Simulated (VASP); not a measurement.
Write the native input for VASP 6.6.1 that does the following.

```yaml
Task: single point
Functional: r2SCAN
Potentials_or_basis: VASP PAW PBE potentials, release 64 (Al, Ga_d, N)
Cutoff: 520 eV
k_mesh: 8 × 8 × 6
Occupations: gaussian, width 0.05 eV
Spin: no spin polarisation
Dipole_correction: no
Further_INCAR_settings: ALGO = Normal; EDIFF = 1e-07; NBANDS = 21
```

Crystal: AlGaN2.

```
Al Ga N
1.0
     3.18799    0.00000    0.00000
     0.00000    3.18799    0.00000
     0.00000    0.00000    4.42384
Al Ga N
1 1 2
Direct
  0.50000 0.50000 0.50000
  0.00000 0.00000 0.00000
  0.50000 0.00000 0.73826
  0.00000 0.50000 0.26174
```

This cell differs from its parent crystal: strain +0.0150 x Voigt [1, 1, 0, 0, 0, 0].

These files were run (other wordings do the same):

POSCAR

```
AlGaN2
1.0
    3.1879902044      0.0000000000      0.0000000000
    0.0000000000      3.1879902044      0.0000000000
    0.0000000000      0.0000000000      4.4238379400
Al Ga N
1 1 2
Direct
    0.5000000000      0.5000000000      0.5000000000
    0.0000000000      0.0000000000      0.0000000000
    0.5000000000      0.0000000000      0.7382648100
    0.0000000000      0.5000000000      0.2617351900
```

INCAR.step1

```
PREC = Accurate
ENCUT = 520
ISMEAR = 0
SIGMA = 0.05
LREAL = F
LASPH = T
NELM = 100
NBANDS = 21
GGA = PE
ALGO = Normal
EDIFF = 1E-4
LWAVE = T
LCHARG = F
```

INCAR.step2

```
PREC = Accurate
ENCUT = 520
EDIFF = 1E-7
ISMEAR = 0
SIGMA = 0.05
LREAL = F
LASPH = T
NELM = 100
ALGO = Normal
ISIF = 2
LWAVE = F
LCHARG = F
METAGGA = R2SCAN
LMIXTAU = T
NBANDS = 21
ISTART = 1
```

KPOINTS

```
Automatic mesh
0
Gamma
  8 8 6
```

Potentials or basis: VASP PAW PBE potentials, release 64 (Al, Ga_d, N).

Launch:

```bash
$ cat potpaw_PBE.64/Al/POTCAR potpaw_PBE.64/Ga_d/POTCAR potpaw_PBE.64/N/POTCAR > POTCAR
$ cp INCAR.step1 INCAR
$ mpirun -np 1 vasp_std > vasp.out
$ cp INCAR.step2 INCAR
$ mpirun -np 1 vasp_std > vasp.out
```

It gave:

* Pressure: -5.8 GPa
* Largest force: 0.019 eV/Å
* Band gap on the k mesh: 3.15 eV

Caveat: the cell differs from its parent crystal (strain +0.0150 x Voigt [1, 1, 0, 0, 0, 0]); the cell stands under tension; the PAW data sets were made with another functional, which shifts forces and pressure a little.

It took 3.7 min on 1 thread of Intel Xeon 8259CL, with other jobs on the host, peak memory 0.2 GiB.
